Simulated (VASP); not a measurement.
## Cd: single point with PBE

Cd:

```
Cd
1.0
     3.01206    0.00000    0.00000
    -1.50603    2.60852    0.00000
     0.00000    0.00000    5.82813
Cd
2
Direct
  0.33333 0.66667 0.75000
  0.66667 0.33333 0.25000
```

```
Program             : VASP 6.6.1
Task                : single point
Functional          : PBE
Potentials or basis : VASP PAW PBE potentials, release 64 (Cd)
Cutoff              : 520 eV
k mesh              : 15 × 15 × 8
Occupations         : gaussian, width 0.1 eV
Spin                : no spin polarisation
```

| Property | Result |
| --- | --- |
| Pressure | 0.3 GPa |
| Band gap on the k mesh | zero (bands 12 and 13 overlap by 4.15 eV) |

Stress tensor (GPa, compression positive):
```
0.36 0.00 0.00
0.00 0.36 0.00
0.00 0.00 0.16
```

Levels at points of the mesh, in eV from the Fermi level:
```csv
k point,band 9,band 10,band 11,band 12,band 13,band 14,band 15,band 16
"(0.00, 0.00, 0.00)",-8.45,-8.43,-8.43,-3.31,-2.84,9.58,13.71,14.44
"(0.00, 0.00, 0.50)",-8.52,-8.52,-7.08,-7.08,3.19,3.19,14.75,14.75
```

Run time: 100 s on 1 thread of Oxide Virtual Turin-like Processor, on a shared host, peak memory 0.2 GiB.
